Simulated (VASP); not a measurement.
# BiO5: single point with PBE

Crystal: BiO5.

```xyz
6
Lattice="0.0000 3.3971 3.3971 3.3971 0.0000 3.3971 3.3971 3.3971 0.0000" Properties=species:S:1:pos:R:3 pbc="T T T"
Bi    3.3971    3.3971    3.3971
O     5.9518    4.2395    4.2395
O     5.9518    5.9518    5.9518
O     1.6986    1.6986    1.6986
O     4.2395    4.2395    5.9518
O     4.2395    5.9518    4.2395
```

```
Program                : VASP 6.6.1
Task                   : single point
Functional             : PBE
Potentials or basis    : VASP PAW PBE potentials, release 64 (Bi_d, O)
Cutoff                 : 520 eV
k mesh                 : 4 × 4 × 4
Occupations            : gaussian, width 0.1 eV
Spin                   : no spin polarisation
Dipole correction      : no
Further INCAR settings : ALGO = Normal; EDIFF = 1e-06; NBANDS = 32
```

* Pressure: -17.9 GPa
* Largest force: 0.016 eV/Å

Forces in eV/Å, atoms in the order of the input:
```
Bi   0.000  0.000  0.000
O   -0.009  0.009  0.009
O   -0.009 -0.009 -0.009
O    0.000  0.000  0.000
O    0.009  0.009 -0.009
O    0.009 -0.009  0.009
```

Levels at points of the mesh, in eV from the Fermi level:
```tsv
k point	band 18	band 19	band 20	band 21	band 22	band 23	band 24	band 25	band 26	band 27
(0.00, 0.00, 0.00)	-0.90	-0.90	-0.90	0.33	0.33	0.33	0.83	0.83	0.83	4.30
(0.50, 0.00, 0.00)	-1.22	-1.22	-1.16	-0.61	-0.01	-0.01	0.35	0.87	0.87	3.59
(0.50, 0.50, 0.00)	-1.09	-1.09	-1.06	-1.04	-0.18	0.02	0.02	0.74	0.74	3.86
```

It took 15 s on 1 thread of Intel(R) Xeon(R) 6975P-C (Granite Rapids), with other jobs on the host, peak memory 0.19 GiB.

Caveat: the k points lie up to 0.40 Å⁻¹ apart; spin-orbit coupling is left out, which moves the levels of the heavy elements; an odd number of electrons without spin polarisation forces a metal; a magnetic or distorted state may lie lower.
